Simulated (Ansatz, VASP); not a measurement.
# Al in VASP and in Ansatz

```
Al
1.0
     2.81246    0.00000    0.00000
    -1.40623    2.43566    0.00000
     0.00000    0.00000    4.86685
Al
2
Direct
  0.66667 0.33333 0.75000
  0.33333 0.66667 0.25000
```

Alike in both runs: task single point; functional PBEsol; dispersion D3(BJ); k mesh 9 × 9 × 4; occupations gaussian, width 0.1 eV; no spin polarisation.

```csv
,VASP,Ansatz
version,VASP 6.6.1,Ansatz 0.2.0
potentials or method,"VASP PAW PBE potentials, release 64 (Al), cutoff 520 eV","scalar-relativistic, plane waves, PAW"
valence electrons in the cell,6,6
```

Ansatz gave:

```
gap on the k mesh at the Fermi level (eV)                     : none
pressure (GPa)                                                : -4.0
traceless stress, the component that is largest in VASP (GPa) : -0.16
```

Task: Estimate VASP's values.

Result: gap on the k mesh at the Fermi level (eV): none; pressure (GPa): -3.9; traceless stress, the component that is largest in VASP (GPa): -0.18.

VASP's potentials were made for PBE, not for PBEsol, and Ansatz warns of the same on its side. A gap of «none» marks a metal or a gap that the smearing closes.
